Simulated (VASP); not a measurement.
# Os (Fm-3m) in VASP: a series of runs

Aim: see how the results for Os move with the level of theory and the settings. Levels: LDA, PBEsol. Tasks: single point.

Program: VASP 6.6.1. These are calculated values, not measurements. Logs are shortened: lines on timing, memory, paths and dates and some standing lists are left out, and cuts for length are marked.

## (1) The cell of the first run

Symmetry: Fm-3m, No. 225, cubic system. Conventional cell: a = 3.890 Å, b = 3.890 Å, c = 3.890 Å, α = 90.00°, β = 90.00°, γ = 90.00°. Within 3.6 Å of Os (site symmetry m-3m) lie 12 Os at 2.75 Å.

This isn't the form of Os at room conditions, which is hcp.

## (2) Single point, LDA

Input file POSCAR:

```
Os
1.0
    0.0000000000      1.9450000000      1.9450000000
    1.9450000000      0.0000000000      1.9450000000
    1.9450000000      1.9450000000      0.0000000000
Os
1
Direct
    0.0000000000      0.0000000000      0.0000000000
```

Input file INCAR.step1:

```
SYSTEM = Os
GGA = CA ; ISMEAR = 1
SIGMA = 0.1 ; LWAVE = .FALSE.
LCHARG = .TRUE. ; NBANDS = 18
PREC = Accurate ; LASPH = .TRUE.
LREAL = .FALSE. ; ALGO = Normal
EDIFF = 1E-6 ; NELM = 120
GGA_COMPAT = .FALSE. ; ENCUT = 260
LMAXMIX = 4
```

Input file KPOINTS.step1:

```
k-points
0
Gamma
  13 13 13
```

Input file INCAR.step2:

```
SYSTEM = Os
GGA = CA ; ISMEAR = -5
LWAVE = .FALSE. ; LCHARG = .FALSE.
NBANDS = 18 ; PREC = Accurate
LASPH = .TRUE. ; LREAL = .FALSE.
ALGO = Normal ; EDIFF = 1E-6
NELM = 120 ; GGA_COMPAT = .FALSE.
ENCUT = 260 ; LMAXMIX = 4
NEDOS = 2001 ; LORBIT = 11
EMIN = -8.4237 ; EMAX = 16.5763
ICHARG = 11
```

Input file KPOINTS.step2:

```
Automatic mesh
0
Gamma
  16 16 16
  0 0 0
```

Potentials or basis: VASP PAW LDA potentials, release 64 (Os).

Launch:

```bash
> cat potpaw_LDA.64/Os/POTCAR > POTCAR
> cp INCAR.step1 INCAR
> cp KPOINTS.step1 KPOINTS
> mpirun -np 1 vasp_std > vasp.out
> cp INCAR.step2 INCAR
> cp KPOINTS.step2 KPOINTS
> mpirun -np 1 vasp_std > vasp.out
```

OUTCAR:

```text
SYSTEM = Os
   GGA = CA
   ISMEAR = -5
   PREC = Accurate
   LASPH = .TRUE.
   LREAL = .FALSE.
   EDIFF = 1E-6
   NELM = 120
   ENCUT = 260
   LORBIT = 11
   EMIN = -8.4237
   ICHARG = 11

 Found    145 irreducible k-points:

 Following reciprocal coordinates:
            Coordinates               Weight
  0.000000  0.000000  0.000000      1.000000
  0.062500  0.000000  0.000000      8.000000
  0.125000  0.000000  0.000000      8.000000
  0.187500  0.000000  0.000000      8.000000
  0.250000  0.000000  0.000000      8.000000
  0.312500  0.000000  0.000000      8.000000
   k-points           NKPTS =    145   k-points in BZ     NKDIM =    145   number of bands    NBANDS=     18
   number of dos      NEDOS =   2001   number of ions     NIONS =      1
   total plane-waves  NPLWV =   2744
   dimension x,y,z NGX =    14 NGY =   14 NGZ =   14
   dimension x,y,z NGXF=    28 NGYF=   28 NGZF=   28
   ions per type =               1
   NGX,Y,Z   is equivalent  to a cutoff of   8.46,  8.46,  8.46 a.u.
   NGXF,Y,Z  is equivalent  to a cutoff of  16.92, 16.92, 16.92 a.u.
 SYSTEM =  Os
   PREC   = accura    normal or accurate (medium, high low for compatibility)
   ISTART =      0    job   : 0-new  1-cont  2-samecut
   ICHARG =     11    charge: 1-file 2-atom 10-const
   ISPIN  =      1    spin polarized calculation?
   LNONCOLLINEAR =      F non collinear calculations
   LSORBIT =      F    spin-orbit coupling
   LASPH  =      T    aspherical Exc in radial PAW
   ENCUT  =  260.0 eV  19.11 Ry    4.37 a.u.   3.62  3.62  3.62*2*pi/ulx,y,z
   NELM   =    120;   NELMIN=  2; NELMDL=  0     # of ELM steps
   EDIFF  = 0.1E-05   stopping-criterion for ELM
   LREAL  =      F    real-space projection
   EDIFFG = 0.1E-04   stopping-criterion for IOM
   NSW    =      0    number of steps for IOM
   IBRION =     -1    ionic relax: 0-MD 1-quasi-New 2-CG
   NFREE  =      0    steps in history (QN), initial steepest desc. (CG)
   ISIF   =      2    stress and relaxation
   ISYM   =      2    0-nonsym 1-usesym 2-fastsym
   POTIM  = 0.5000    time-step for ionic-motion
   TEBEG  =    0.0;   TEEND  =   0.0 temperature during run

   SCALEE = 1.0000    scale energy and forces
   PSTRESS=    0.0 pullay stress
   NELECT =       8.0000    total number of electrons
   NUPDOWN=      -1.0000    fix difference up-down
   EMIN   =  -8.42;   EMAX   = 16.58  energy-range for DOS
   EFERMI =   0.00;   METHOD = LEGACY
   ISMEAR =    -5;   SIGMA  =   0.20  broadening in eV -4-tet -1-fermi 0-gaus
   EFERMI_NEDOS =   21; number of points for ismear=-14 and -15
   IALGO  =     38    algorithm
   IMIX   =      4    mixing-type and parameters
     AMIX     =   0.40;   BMIX     =  1.00
     AMIX_MAG =   1.60;   BMIX_MAG =  1.00
  volume/ion in A,a.u.               =      14.72        99.31
  Fermi-wavevector in a.u.,A,eV,Ry     =   1.336109  2.524880 24.288947  1.785187
  Thomas-Fermi vector in A             =   2.464761
   LORBIT       =     11    0 simple, 1 ext, 2 COOP (PROOUT), +10 PAW based schemes
   GGA     = CA    functional components
   LHFCALC =     F    Hartree Fock is set to
   AEXX    =    0.0000 exact exchange contribution
   IVDW    =     0    specifies the selected vdW correction
   LEPSILON=     F    determine dielectric tensor
   LRPA    =     F    only Hartree local field effects (RPA)

   CSHIFT  =0.1000    complex shift for real part using Kramers Kronig

   OMEGAMAX=  -1.0    maximum frequency
 non-spin polarized calculation
 Fermi weights with tetrahedron method with Bloechl corrections
  energy-cutoff  :      260.00
  volume of cell :       14.72
 maximum number of plane-waves:       150

 number of electron       8.0000000 magnetization

 Free energy of the ion-electron system (eV)
  ---------------------------------------------------
  ext. energy  EPLUGINS =         0.00000000
  ---------------------------------------------------
  free energy    TOTEN  =       -12.38232315 eV

  energy without entropy =      -12.38232315  energy(sigma->0) =      -12.38232315

 E-fermi :   8.5064     XC(G=0): -13.8966

 val. band max:        8.6226431575   @ k =   0.5000   0.4375   0.0625
 cond. band min:       8.3700508107   @ k =   0.1875   0.0000   0.0000
 fundamental gap:     -0.2525923468
 Fermi energy:         8.5064489439

 k-point     1 :       0.0000    0.0000    0.0000
  band No.  band energies     occupation
      1      -1.7977      2.00000
      2       5.6964      2.00000
      3       5.6964      2.00000
      4       5.6964      2.00000
      5       8.5186      1.93590
      6       8.5186      0.72812
[... 8 lines left out ...]
     15      45.6449      0.00000
     16      45.6449      0.00000

 k-point     2 :       0.0625    0.0000    0.0000
  band No.  band energies     occupation
      1      -1.6244      2.00000
      2       5.5956      2.00000
      3       5.7741      2.00000
      4       5.7741      2.00000
      5       8.4645      1.99581
      6       8.4645      1.41839
[... 8 lines left out ...]
     15      46.4029      0.00000
     16      46.4029      0.00000

 k-point     3 :       0.1250    0.0000    0.0000
  band No.  band energies     occupation
      1      -1.1275      2.00000
      2       5.3484      2.00000
      3       5.9683      2.00000
      4       5.9683      2.00000
      5       8.3586      2.00000
      6       8.3586      1.82560
[... 8 lines left out ...]
     15      47.0736      0.00000
     16      47.0736      0.00000

 k-point     4 :       0.1875    0.0000    0.0000
  band No.  band energies     occupation
      1      -0.3885      2.00000
      2       5.1035      2.00000
      3       6.1473      2.00000
      4       6.1473      2.00000
      5       8.3701      1.97327
      6       8.3701      0.76170
[... 8 lines left out ...]
     15      47.4458      0.00000
     16      47.4458      0.00000

 k-point     5 :       0.2500    0.0000    0.0000
  band No.  band energies     occupation
      1       0.4135      2.00000
      2       5.0918      2.00000
      3       6.1465      2.00000
      4       6.1465      2.00000
      5       8.6907      0.77369
      6       8.6907      0.01009
[... 8 lines left out ...]
     15      47.6400      0.00000
     16      47.6400      0.00000

 k-point     6 :       0.3125    0.0000    0.0000
  band No.  band energies     occupation
      1       1.0031      2.00000
      2       5.5902      2.00000
      3       5.9783      2.00000
      4       5.9783      2.00000
      5       9.2952     -0.04691
      6       9.2952      0.00000
[... 8 lines left out ...]
     15      47.5860      0.00000
     16      47.5860      0.00000

 [... further k-points ...]

 [bands above 16 left out]

------------------------ aborting loop because EDIFF is reached ----------------------------------------

  FORCE on cell =-STRESS in cart. coord.  units (eV):
  Direction    XX          YY          ZZ          XY          YZ          ZX
  --------------------------------------------------------------------------------------
  -------------------------------------------------------------------------------------
  Total       -2.5108364     -2.5108364     -2.5108364      0.0000000     -0.0000000      0.0000000
  in kB     -273.3632813   -273.3632813   -273.3632813      0.0000000     -0.0000000      0.0000000
  external PRESSURE =    -273.3632813 kB  Pullay stress =       0.0000000 kB

 VOLUME and BASIS-vectors are now :
 -----------------------------------------------------------------------------
  energy-cutoff  :      260.00
  volume of cell :       14.72
      direct lattice vectors                 reciprocal lattice vectors
     0.000000000  1.945000000  1.945000000    -0.257069409  0.257069409  0.257069409
     1.945000000  0.000000000  1.945000000     0.257069409 -0.257069409  0.257069409
     1.945000000  1.945000000  0.000000000     0.257069409  0.257069409 -0.257069409

 POSITION                                       TOTAL-FORCE (eV/Angst)
 -----------------------------------------------------------------------------------
      0.00000      0.00000      0.00000         0.000000      0.000000     -0.000000
 -----------------------------------------------------------------------------------
    total drift:                               -0.000000     -0.000000     -0.000000

  FREE ENERGIE OF THE ION-ELECTRON SYSTEM (eV)
  ---------------------------------------------------
  free  energy   TOTEN  =       -12.3823231521 eV

  energy  without entropy=      -12.3823231521  energy(sigma->0) =      -12.38232315

 total charge

# of ion       s       p       d       tot
------------------------------------------
    1        0.638   0.701   6.266   7.605
```

Run time: 6.7 s. Hardware: 1 thread of Intel Xeon Platinum 8488C (Sapphire Rapids), shared host; peak memory 0.11 GiB.

What came out:

| Quantity | Value |
| --- | --- |
| Valence electrons inside the program's atomic spheres | Os 7.61 |
| Density of states at the Fermi level | 0.86 states/eV/atom |

Caveat: the cutoff is under 1.25 times the usual one of these potentials, so pressure, stress and relaxed cells hold a basis-set (Pulay) error; spin-orbit coupling is left out, which moves the levels of the heavy elements; tetrahedron occupations give inexact forces and stress in metals.

## (3) Single point, LDA

POSCAR is that of step 2.

Edit INCAR.step1 of step 2 so:

```diff
@@ -7,3 +7,3 @@
 EDIFF = 1E-6 ; NELM = 120
-GGA_COMPAT = .FALSE. ; ENCUT = 260
+GGA_COMPAT = .FALSE. ; ENCUT = 460
 LMAXMIX = 4
```

KPOINTS.step1 is that of step 2.

Input file INCAR.step2:

```
SYSTEM = Os
GGA = CA ; ISMEAR = -5
LWAVE = .FALSE. ; LCHARG = .FALSE.
NBANDS = 18 ; PREC = Accurate
LASPH = .TRUE. ; LREAL = .FALSE.
ALGO = Normal ; EDIFF = 1E-6
NELM = 120 ; GGA_COMPAT = .FALSE.
ENCUT = 460 ; LMAXMIX = 4
NEDOS = 4001 ; LORBIT = 11
EMIN = -8.4097 ; EMAX = 16.5903
ICHARG = 11
```

Input file KPOINTS.step2:

```
Automatic mesh
0
Gamma
  35 35 35
  0 0 0
```

Potentials or basis: VASP PAW LDA potentials, release 64 (Os).

Launch:

```bash
> cat potpaw_LDA.64/Os/POTCAR > POTCAR
> cp INCAR.step1 INCAR
> cp KPOINTS.step1 KPOINTS
> mpirun -np 1 vasp_std > vasp.out
> cp INCAR.step2 INCAR
> cp KPOINTS.step2 KPOINTS
> mpirun -np 1 vasp_std > vasp.out
```

It took 99 s on 1 thread of Intel Xeon Platinum 8488C (Sapphire Rapids), shared host; peak memory 0.3 GiB.

The run converged. Its results:

| Quantity | Value |
| --- | --- |
| Valence electrons inside the program's atomic spheres | Os 7.48 |
| Density of states at the Fermi level | 0.86 states/eV/atom |

Levels at points of the mesh, in eV from the Fermi level:
| k point | band 2 | band 3 | band 4 | band 5 | band 6 | band 7 |
| --- | --- | --- | --- | --- | --- | --- |
| (0.00, 0.00, 0.00) | -2.82 | -2.82 | -2.82 | 0.02 | 0.02 | 14.35 |

Caveat: spin-orbit coupling is left out, which moves the levels of the heavy elements; tetrahedron occupations give inexact forces and stress in metals.

## (4) Single point, PBEsol

POSCAR is that of step 3.

Input file INCAR.step1:

```
  PREC = Accurate
  ENCUT = 520
  EDIFF = 1E-6
  ISMEAR = 0
  SIGMA = 0.15
  LREAL = F
  LASPH = T
  NELM = 60
  ALGO = Normal
  ISIF = 2
  LWAVE = F
  LCHARG = T
  LMAXMIX = 4
  GGA = PS
  NBANDS = 10
```

Input file KPOINTS.step1:

```
regular mesh
0
Gamma
  7 7 7
```

Input file INCAR.step2:

```
  PREC = Accurate
  ENCUT = 520
  EDIFF = 1E-6
  ISMEAR = -5
  SIGMA = 0.15
  LREAL = F
  LASPH = T
  NELM = 60
  ALGO = Normal
  ISIF = 2
  LWAVE = F
  LCHARG = F
  LMAXMIX = 4
  GGA = PS
  LORBIT = 11
  NBANDS = 10
  NEDOS = 2001
  ICHARG = 11
```

Input file KPOINTS.step2:

```
regular mesh
0
Gamma
  11 11 11
```

Potentials or basis: VASP PAW PBE potentials, release 64 (Os).

Launch:

```bash
> cat potpaw_PBE.64/Os/POTCAR > POTCAR
> cp INCAR.step1 INCAR
> cp KPOINTS.step1 KPOINTS
> mpirun -np 1 vasp_std > vasp.out
> cp INCAR.step2 INCAR
> cp KPOINTS.step2 KPOINTS
> mpirun -np 1 vasp_std > vasp.out
```

Run time: 9.2 s. Hardware: 1 thread of Intel Xeon Platinum 8488C (Sapphire Rapids), shared host; peak memory 0.12 GiB.

Results (log left out):

```
Valence electrons inside the program's atomic spheres : Os 7.30
```

Levels at points of the mesh, in eV from the Fermi level:
| k point | band 2 | band 3 | band 4 | band 5 | band 6 | band 7 |
| --- | --- | --- | --- | --- | --- | --- |
| (0.00, 0.00, 0.00) | -2.80 | -2.80 | -2.80 | 0.04 | 0.04 | 14.30 |

Caveat: the k points lie up to 0.40 Å⁻¹ apart; the PAW data sets were made with another functional, which shifts forces and pressure a little; spin-orbit coupling is left out, which moves the levels of the heavy elements; tetrahedron occupations give inexact forces and stress in metals.

## (5) Summary

```csv
level,potentials or basis,k mesh,cutoff (eV),smearing,tolerance level,purpose,K density,dipole correction,k mesh for the DOS,gap on the mesh (eV)
LDA,"VASP PAW LDA potentials, release 64 (Os)",16 × 16 × 16,260,tetrahedron 0.1 eV,standard,density of states,13 × 13 × 13,-,-,none
LDA,"VASP PAW LDA potentials, release 64 (Os)",35 × 35 × 35,460,tetrahedron 0.1 eV,standard,density of states,13 × 13 × 13,-,-,none
PBEsol,"VASP PAW PBE potentials, release 64 (Os)",7 × 7 × 7,520,gaussian 0.15 eV,-,-,-,no,11 × 11 × 11,-
```

Alike in all rows: task single point; no spin polarisation; cell as given.

Caveats: some runs use coarse meshes; spin-orbit coupling is left out, which moves the levels of the heavy elements; tetrahedron occupations give inexact forces and stress in metals; the cutoff is under 1.25 times the usual one of these potentials, so pressure, stress and relaxed cells hold a basis-set (Pulay) error (at least some runs); the PAW data sets were made with another functional, which shifts forces and pressure a little (at least some runs).

Total energies depend on the potentials used, so only differences within one code and one set of settings carry meaning.
